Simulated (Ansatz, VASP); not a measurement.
## SrO: VASP beside Ansatz

File INCAR:

```
  PREC = Accurate
  ENCUT = 520
  EDIFF = 1E-6
  ISMEAR = 0
  SIGMA = 0.05
  LREAL = False
  LASPH = True
  NELM = 80
  ALGO = Normal
  ISIF = 2
  LWAVE = False
  LCHARG = False
  GGA = PE
  NBANDS = 15
```

Contents of KPOINTS:

```
regular mesh
0
Gamma
  8 8 8
```

The input POSCAR:

```
SrO
1.0
    0.0000000000      2.6340450000      2.4413100000
    2.6340450000      0.0000000000      2.4413100000
    2.6340450000      2.6340450000      0.0000000000
Sr O
1 1
Direct
    0.0000000000      0.0000000000      0.0000000000
    0.5000000000      0.5000000000      0.5000000000
```

Input for Ansatz:

```yaml
crystal:
  lattice:
    - [0.0, 2.634045, 2.44131]
    - [2.634045, 0.0, 2.44131]
    - [2.634045, 2.634045, 0.0]
  atoms:
    - { symbol: Sr, position: [0.0, 0.0, 0.0] }
    - { symbol: O, position: [0.5, 0.5, 0.5] }
basis:
  ecutwfc: 420
kpoints:
  mp_grid: { grid: [8, 8, 8] }
hamiltonian:
  xc: pbe
scf:
  occupations: { method: gaussian, width: 0.05 }
output:
  forces: true
  stress: true
  eigenvalues: true
  write_density: true
  write_potential: true
  elf: true
  volumetric_format: npy
```

Change from the starting cell: strain +0.025 along x and y, -0.050 along z, atoms carried along.

Alike in both runs: task single point; functional PBE; k mesh 8 × 8 × 8; occupations gaussian, width 0.05 eV; no spin polarisation.

```csv
,VASP,Ansatz
version,VASP 6.6.1,Ansatz 0.2.0
potentials or method,"VASP PAW PBE potentials, release 64 (Sr_sv, O), cutoff 520 eV","scalar-relativistic, plane waves, PAW"
valence electrons in the cell,16,16
```

Ansatz gave:

```
gap on the k mesh at the Fermi level (eV)                     : 2.91
least direct gap on the mesh (eV)                             : 3.17
pressure (GPa)                                                : 4.4
traceless stress, the component that is largest in VASP (GPa) : 8.11
```

Question: Which values does VASP return?

Answer: gap on the k mesh at the Fermi level (eV): 2.86; least direct gap on the mesh (eV): 3.15; pressure (GPa): 5.0; traceless stress, the component that is largest in VASP (GPa): 8.56.

The functional is the same, so the differences come from potentials, cutoffs and numerics.
